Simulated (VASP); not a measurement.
Set up this calculation in VASP 6.6.1, as the native input.

```
Task                   : single point
Functional             : PBE
Potentials or basis    : VASP PAW PBE potentials, release 64 (Mg, Zr_sv, N)
Cutoff                 : 520 eV
k mesh                 : 6 × 6 × 6
Occupations            : gaussian, width 0.1 eV
Spin                   : no spin polarisation
Dipole correction      : no
Further INCAR settings : ALGO = Normal; EDIFF = 1e-07; NBANDS = 24
```

The structure of MgZr2N lies in POSCAR:

```
MgZr2N
1.0
    2.2235937700      1.2837924600      3.5904183900
   -2.2235937700      1.2837924600      3.5904183900
    0.0000000000     -2.5675849300      3.5904183900
Mg Zr N
1 2 1
Direct
    0.5000000000      0.5000000000      0.5000000000
    0.8245010100      0.8245010100      0.8245010100
    0.1754989900      0.1754989900      0.1754989900
    0.0000000000      0.0000000000      0.0000000000
```

These files were run (other wordings do the same):

INCAR

```
SYSTEM = MgZr2N
ALGO = Normal ; EDIFF = 1E-7
ENCUT = 520 ; GGA = PE
ISIF = 2 ; ISMEAR = 0
LASPH = .TRUE. ; LCHARG = .FALSE.
LREAL = .FALSE. ; LWAVE = .FALSE.
NBANDS = 24 ; NELM = 60
PREC = Accurate ; SIGMA = 0.1
```

KPOINTS

```
k-points
0
G
  6 6 6
  0 0 0
```

Potentials or basis: VASP PAW PBE potentials, release 64 (Mg, Zr_sv, N).

Run with:

```console
$ cat potpaw_PBE.64/Mg/POTCAR potpaw_PBE.64/Zr_sv/POTCAR potpaw_PBE.64/N/POTCAR > POTCAR
$ mpirun -np 1 vasp_std > vasp.out
```

It gave:

* Pressure: 50.1 GPa
* Largest force: 3.946 eV/Å

Caveat: forces of over 1 eV/Å act on the atoms, so gaps and moduli don't describe the material at rest.

It took 25 s on 1 thread of Intel(R) Xeon(R) 6975P-C (Granite Rapids), on a shared host, peak memory 0.22 GiB.
